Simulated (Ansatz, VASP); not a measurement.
**C in VASP and in Ansatz**

```
C
1.0
     2.52000    0.00000    0.00000
    -1.26000    2.18238    0.00000
     0.00000    0.00000    4.18000
C
4
Direct
  0.33333 0.66667 0.00000
  0.66667 0.33333 0.50000
  0.33333 0.66667 0.37400
  0.66667 0.33333 0.87400
```

Alike in both runs: task single point; functional r2SCAN; k mesh 9 × 9 × 4; occupations gaussian, width 0.1 eV; no spin polarisation.

|  | VASP | Ansatz |
| --- | --- | --- |
| version | VASP 6.6.1 | Ansatz 0.2.0 |
| potentials or method | VASP PAW PBE potentials, release 64 (C), cutoff 520 eV | scalar-relativistic, plane waves, PAW |
| valence electrons in the cell | 16 | 16 |

Ansatz gave:

| Item | Value |
| --- | --- |
| gap on the k mesh at the Fermi level (eV) | 3.60 |
| least direct gap on the mesh (eV) | 5.12 |
| pressure (GPa) | -7.0 |
| traceless stress, the component that is largest in VASP (GPa) | 3.33 |
| rms of the force components (eV/Å) | 0.056 |

Problem. Which values does VASP return?

Solution. gap on the k mesh at the Fermi level (eV): 3.57; least direct gap on the mesh (eV): 5.08; pressure (GPa): -6.0; traceless stress, the component that is largest in VASP (GPa): 3.32; rms of the force components (eV/Å): 0.052.

VASP's potentials were made for PBE, not for r2SCAN. Atom by atom the forces differ by 0.004 eV/Å (rms over components).
